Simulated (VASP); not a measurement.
# Sn3As (R-3m) in VASP: single point with PBE

Aim: the single point of Sn3As with PBE.

All numbers are computed with VASP 6.6.1; they aren't measurements. Logs are shortened: lines on timing, memory, paths and dates and some standing lists are left out, and cuts for length are marked.

## (1) The cell of the first run

It takes space group R-3m (No. 166, trigonal). Conventional cell: a = 4.122 Å, b = 4.122 Å, c = 22.153 Å, α = 90.00°, β = 90.00°, γ = 120.00°. Within 3.8 Å of Sn (site symmetry 3m) lie 3 As at 2.91 Å and 3 Sn at 3.12 Å. Within 4.1 Å of Sn (site symmetry -3m) lie 6 Sn at 3.12 Å. Within 3.8 Å of As (site symmetry -3m) lie 6 Sn at 2.91 Å.

## (2) Single point, PBE

File INCAR:

```
ALGO = Normal
EDIFF = 1E-7
ENCUT = 520
GGA = PE
ISIF = 2
ISMEAR = 0
LASPH = T
LCHARG = F
LREAL = F
LWAVE = F
NBANDS = 32
NELM = 80
PREC = Accurate
SIGMA = 0.2
```

File KPOINTS:

```
k-points
0
Gamma
  6 6 6
```

File POSCAR:

```
Sn3As
1.0
    2.0610032409      1.1899207776      7.3844172361
   -2.0610032409      1.1899207776      7.3844172361
    0.0000000000     -2.3798415502      7.3844172369
Sn As
3 1
Direct
    0.2579661546      0.2579661546      0.2579661546
    0.7420338454      0.7420338454      0.7420338454
    0.5000000000      0.5000000000      0.5000000000
    0.0000000000      0.0000000000      0.0000000000
```

Potentials or basis: VASP PAW PBE potentials, release 64 (Sn_d, As).

The run is started by

```sh
$ cat potpaw_PBE.64/Sn_d/POTCAR potpaw_PBE.64/As/POTCAR > POTCAR
$ mpirun -np 1 vasp_std > vasp.out
```

OUTCAR:

```text
EDIFF = 1E-7
   ENCUT = 520
   GGA = PE
   ISIF = 2
   ISMEAR = 0
   LASPH = T
   LREAL = F
   NELM = 80
   PREC = Accurate

 ion  position               nearest neighbor table
   1  0.258  0.258  0.258-   4 2.91   4 2.91   4 2.91   3 3.12   3 3.12   3 3.12
   2  0.742  0.742  0.742-   4 2.91   4 2.91   4 2.91   3 3.12   3 3.12   3 3.12
   3  0.500  0.500  0.500-   1 3.12   2 3.12   1 3.12   1 3.12   2 3.12   2 3.12
   4  0.000  0.000  0.000-   2 2.91   1 2.91   2 2.91   2 2.91   1 2.91   1 2.91

  LATTYP: Found a trigonal (rhomboedric) cell.
 ALAT       =     7.7584317831
 COS(alpha) =     0.8588634643

  Lattice vectors:

 A1 = (   2.0610032409,   1.1899207776,   7.3844172361)
 A2 = (  -2.0610032409,   1.1899207776,   7.3844172361)
 A3 = (   0.0000000000,  -2.3798415502,   7.3844172369)

Analysis of symmetry for initial positions (statically):
=====================================================================
 Subroutine PRICEL returns:
 Original cell was already a primitive cell.

 Routine SETGRP: Setting up the symmetry group for a
 trigonal (rhombohedral) supercell.

 Subroutine GETGRP returns: Found 12 space group operations
 (whereof 12 operations were pure point group operations)
 out of a pool of 12 trial point group operations.

The static configuration has the point symmetry D_3d.

Analysis of symmetry for dynamics (positions and initial velocities):
=====================================================================
 Subroutine PRICEL returns:
 Original cell was already a primitive cell.

 Routine SETGRP: Setting up the symmetry group for a
 trigonal (rhombohedral) supercell.

 Subroutine GETGRP returns: Found 12 space group operations
 (whereof 12 operations were pure point group operations)
 out of a pool of 12 trial point group operations.

The dynamic configuration has the point symmetry D_3d.

 Subroutine INISYM returns: Found 12 space group operations
 (whereof 12 operations are pure point group operations),
 and found     1 'primitive' translations

----------------------------------------------------------------------------------------

                                     Primitive cell

  volume of cell :     108.6586

  direct lattice vectors                    reciprocal lattice vectors
     2.061003241  1.189920778  7.384417236     0.242600298  0.140065347  0.045140100
    -2.061003241  1.189920778  7.384417236    -0.242600298  0.140065347  0.045140100
     0.000000000 -2.379841550  7.384417237     0.000000000 -0.280130694  0.045140100

  length of vectors
     7.758431783  7.758431783  7.758431783     0.283744312  0.283744312  0.283744312

  position of ions in fractional coordinates (direct lattice)
     0.257966155  0.257966155  0.257966155
     0.742033845  0.742033845  0.742033845
     0.500000000  0.500000000  0.500000000
     0.000000000  0.000000000  0.000000000

  ion indices of the primitive-cell ions
   primitive index   ion index
                 1           1
                 2           2
                 3           3
                 4           4

----------------------------------------------------------------------------------------

 KPOINTS: k-points

Automatic generation of k-mesh.
 Grid dimensions read from file:
 generate k-points for:    6    6    6

 Generating k-lattice:

  Cartesian coordinates                     Fractional coordinates (reciprocal lattice)
     0.040433383  0.023344225  0.007523350     0.166666667 -0.000000000 -0.000000000
    -0.040433383  0.023344225  0.007523350    -0.000000000  0.166666667 -0.000000000
     0.000000000 -0.046688449  0.007523350     0.000000000  0.000000000  0.166666667

  Length of vectors
     0.047290719  0.047290719  0.047290719

  Shift w.r.t. Gamma in fractional coordinates (k-lattice)
     0.000000000  0.000000000  0.000000000

 Subroutine IBZKPT returns following result:
 ===========================================

 Found     32 irreducible k-points:

 Following reciprocal coordinates:
            Coordinates               Weight
  0.000000  0.000000  0.000000      1.000000
  0.166667 -0.000000  0.000000      6.000000
  0.333333 -0.000000  0.000000      6.000000
  0.500000 -0.000000  0.000000      3.000000
  0.166667  0.166667  0.000000      6.000000
  0.333333  0.166667  0.000000     12.000000
[... 16 lines left out ...]
  0.500000  0.500000  0.166667      6.000000
 -0.333333  0.500000  0.166667     12.000000
 [... further k-points ...]
   k-points           NKPTS =     32   k-points in BZ     NKDIM =     32   number of bands    NBANDS=     32
   number of dos      NEDOS =    301   number of ions     NIONS =      4
   total plane-waves  NPLWV = 216000
   dimension x,y,z NGX =    60 NGY =   60 NGZ =   60
   dimension x,y,z NGXF=   120 NGYF=  120 NGZF=  120
   ions per type =               3   1
   NGX,Y,Z   is equivalent  to a cutoff of  12.86, 12.86, 12.86 a.u.
   NGXF,Y,Z  is equivalent  to a cutoff of  25.71, 25.71, 25.71 a.u.
 SYSTEM =  unknown system
   PREC   = accura    normal or accurate (medium, high low for compatibility)
   ISTART =      0    job   : 0-new  1-cont  2-samecut
   ICHARG =      2    charge: 1-file 2-atom 10-const
   ISPIN  =      1    spin polarized calculation?
   LNONCOLLINEAR =      F non collinear calculations
   LSORBIT =      F    spin-orbit coupling
   LASPH  =      T    aspherical Exc in radial PAW
   ENCUT  =  520.0 eV  38.22 Ry    6.18 a.u.  14.43 14.43 14.43*2*pi/ulx,y,z
   NELM   =     80;   NELMIN=  2; NELMDL= -5     # of ELM steps
   EDIFF  = 0.1E-06   stopping-criterion for ELM
   LREAL  =      F    real-space projection
   EDIFFG = 0.1E-05   stopping-criterion for IOM
   NSW    =      0    number of steps for IOM
   IBRION =     -1    ionic relax: 0-MD 1-quasi-New 2-CG
   NFREE  =      0    steps in history (QN), initial steepest desc. (CG)
   ISIF   =      2    stress and relaxation
   ISYM   =      2    0-nonsym 1-usesym 2-fastsym
   POTIM  = 0.5000    time-step for ionic-motion
   TEBEG  =    0.0;   TEEND  =   0.0 temperature during run
   PSTRESS=    0.0 pullay stress
   NELECT =      47.0000    total number of electrons
   NUPDOWN=      -1.0000    fix difference up-down
   EMIN   =  10.00;   EMAX   =-10.00  energy-range for DOS
   EFERMI =   0.00;   METHOD = LEGACY
   ISMEAR =     0;   SIGMA  =   0.20  broadening in eV -4-tet -1-fermi 0-gaus
   EFERMI_NEDOS =   21; number of points for ismear=-14 and -15
   IALGO  =     38    algorithm
   IMIX   =      4    mixing-type and parameters
     AMIX     =   0.40;   BMIX     =  1.00
     AMIX_MAG =   1.60;   BMIX_MAG =  1.00
  volume/ion in A,a.u.               =      27.16       183.32
  Fermi-wavevector in a.u.,A,eV,Ry     =   1.238091  2.339654 20.855968  1.532870
  Thomas-Fermi vector in A             =   2.372631
   LORBIT       =      0    0 simple, 1 ext, 2 COOP (PROOUT), +10 PAW based schemes
   GGA     = PE    functional components
   LHFCALC =     F    Hartree Fock is set to
   AEXX    =    0.0000 exact exchange contribution
   IVDW    =     0    specifies the selected vdW correction
   LEPSILON=     F    determine dielectric tensor
   LRPA    =     F    only Hartree local field effects (RPA)
 non-spin polarized calculation
 Gauss-broadening in eV      SIGMA  =   0.20
  energy-cutoff  :      520.00
  volume of cell :      108.66
 maximum number of plane-waves:      2962
 NGX is ok and might be reduce to    60
   NGX = 29   NGY = 29   NGZ = 29

 number of electron      46.9999994 magnetization

 Free energy of the ion-electron system (eV)
  ---------------------------------------------------
  ext. energy  EPLUGINS =         0.00000000
  ---------------------------------------------------
  free energy    TOTEN  =       -16.13035020 eV

  energy without entropy =      -16.09590006  energy(sigma->0) =      -16.11312513

 E-fermi :   6.7410     XC(G=0):  -9.9647

 val. band max:        6.6683192978   @ k =   0.5000   0.5000   0.3333
 cond. band min:       6.7848691002   @ k =   0.1667   0.1667   0.0000
 fundamental gap:      0.1165498024
 Fermi energy:         6.7410280047

 k-point     1 :       0.0000    0.0000    0.0000
  band No.  band energies     occupation
      1     -14.8349      2.00000
      2     -14.8349      2.00000
      3     -14.7438      2.00000
      4     -14.7438      2.00000
      5     -14.7397      2.00000
      6     -14.7320      2.00000
[... 24 lines left out ...]
     31      12.1481      0.00000
     32      12.2321      0.00000

 k-point     2 :       0.1667   -0.0000    0.0000
  band No.  band energies     occupation
      1     -14.8330      2.00000
      2     -14.8234      2.00000
      3     -14.7466      2.00000
      4     -14.7376      2.00000
      5     -14.7332      2.00000
      6     -14.7261      2.00000
[... 24 lines left out ...]
     31      11.9300      0.00000
     32      12.3297      0.00000

 k-point     3 :       0.3333   -0.0000    0.0000
  band No.  band energies     occupation
      1     -14.8299      2.00000
      2     -14.7942      2.00000
      3     -14.7517      2.00000
      4     -14.7329      2.00000
      5     -14.7182      2.00000
      6     -14.7137      2.00000
[... 24 lines left out ...]
     31      11.8586      0.00000
     32      12.6417      0.00000

 k-point     4 :       0.5000   -0.0000    0.0000
  band No.  band energies     occupation
      1     -14.8288      2.00000
      2     -14.7704      2.00000
      3     -14.7470      2.00000
      4     -14.7413      2.00000
      5     -14.7162      2.00000
      6     -14.7149      2.00000
[... 24 lines left out ...]
     31      11.7829      0.00000
     32      12.1823      0.00000

 k-point     5 :       0.1667    0.1667    0.0000
  band No.  band energies     occupation
      1     -14.8345      2.00000
      2     -14.8210      2.00000
      3     -14.7470      2.00000
      4     -14.7379      2.00000
      5     -14.7340      2.00000
      6     -14.7247      2.00000
[... 584 lines left out ...]
     31      12.6817      0.00000
     32      13.4409      0.00000

 k-point    22 :      -0.1667    0.3333    0.1667
  band No.  band energies     occupation
      1     -14.8234      2.00000
      2     -14.7769      2.00000
      3     -14.7440      2.00000
      4     -14.7319      2.00000
      5     -14.7287      2.00000
      6     -14.7140      2.00000
[... 24 lines left out ...]
     31      13.5700      0.00000
     32      14.0594      0.00000

 k-point    23 :       0.5000    0.5000    0.1667
  band No.  band energies     occupation
      1     -14.8256      2.00000
      2     -14.7856      2.00000
      3     -14.7573      2.00000
      4     -14.7440      2.00000
      5     -14.7254      2.00000
      6     -14.7152      2.00000
[... 24 lines left out ...]
     31      13.1424      0.00000
     32      13.8009      0.00000

 k-point    24 :      -0.3333    0.5000    0.1667
  band No.  band energies     occupation
      1     -14.8152      2.00000
      2     -14.7782      2.00000
      3     -14.7468      2.00000
      4     -14.7410      2.00000
      5     -14.7327      2.00000
      6     -14.7175      2.00000
[... 24 lines left out ...]
     31      12.5019      0.00000
     32      13.7707      0.00000

 [... further k-points ...]

------------------------ aborting loop because EDIFF is reached ----------------------------------------

  FORCE on cell =-STRESS in cart. coord.  units (eV):
  Direction    XX          YY          ZZ          XY          YZ          ZX
  --------------------------------------------------------------------------------------
  -------------------------------------------------------------------------------------
  Total       -0.1804255     -0.1804255     -0.0128765      0.0000000      0.0000000      0.0000000
  in kB       -2.6603840     -2.6603840     -0.1898640      0.0000000      0.0000000      0.0000000
  external PRESSURE =      -1.8368773 kB  Pullay stress =       0.0000000 kB

 VOLUME and BASIS-vectors are now :
 -----------------------------------------------------------------------------
  energy-cutoff  :      520.00
  volume of cell :      108.66
      direct lattice vectors                 reciprocal lattice vectors
     2.061003241  1.189920778  7.384417236     0.242600298  0.140065347  0.045140100
    -2.061003241  1.189920778  7.384417236    -0.242600298  0.140065347  0.045140100
     0.000000000 -2.379841550  7.384417237     0.000000000 -0.280130694  0.045140100

 POSITION                                       TOTAL-FORCE (eV/Angst)
 -----------------------------------------------------------------------------------
      0.00000      0.00000      5.71479         0.000000     -0.000000     -0.000364
      0.00000      0.00000     16.43846         0.000000      0.000000      0.000364
      0.00000      0.00000     11.07663         0.000000     -0.000000      0.000000
      0.00000      0.00000      0.00000         0.000000      0.000000     -0.000000
 -----------------------------------------------------------------------------------
    total drift:                               -0.000000     -0.000000      0.000000

  FREE ENERGIE OF THE ION-ELECTRON SYSTEM (eV)
  ---------------------------------------------------
  free  energy   TOTEN  =       -16.1303502003 eV

  energy  without entropy=      -16.0959000629  energy(sigma->0) =      -16.11312513
```

Wall time 2.1 min (1 thread of Intel Xeon 6975P-C (Granite Rapids), shared host); peak memory 0.5 GiB.

What came out:

```
Free energy : -16.1304 eV
Pressure    : -0.2 GPa
```

Stress tensor (GPa, compression positive):
```
-0.27  0.00  0.00
 0.00 -0.27  0.00
 0.00  0.00 -0.02
```

Levels at points of the mesh, in eV from the Fermi level:
```tsv
k point	band 20	band 21	band 22	band 23	band 24	band 25	band 26	band 27
(0.00, 0.00, 0.00)	-1.21	-0.93	-0.93	1.60	1.60	1.68	1.68	2.20
(0.50, 0.00, 0.00)	-3.72	-2.96	-2.33	-1.21	-1.10	-0.63	4.16	4.36
(0.50, 0.50, 0.00)	-4.98	-2.96	-2.56	-0.09	0.66	0.68	1.34	1.35
(0.50, 0.50, 0.50)	-0.94	-0.94	0.34	1.04	1.04	1.63	3.35	3.35
```

Caveat: spin-orbit coupling is left out, which moves the levels of the heavy elements.
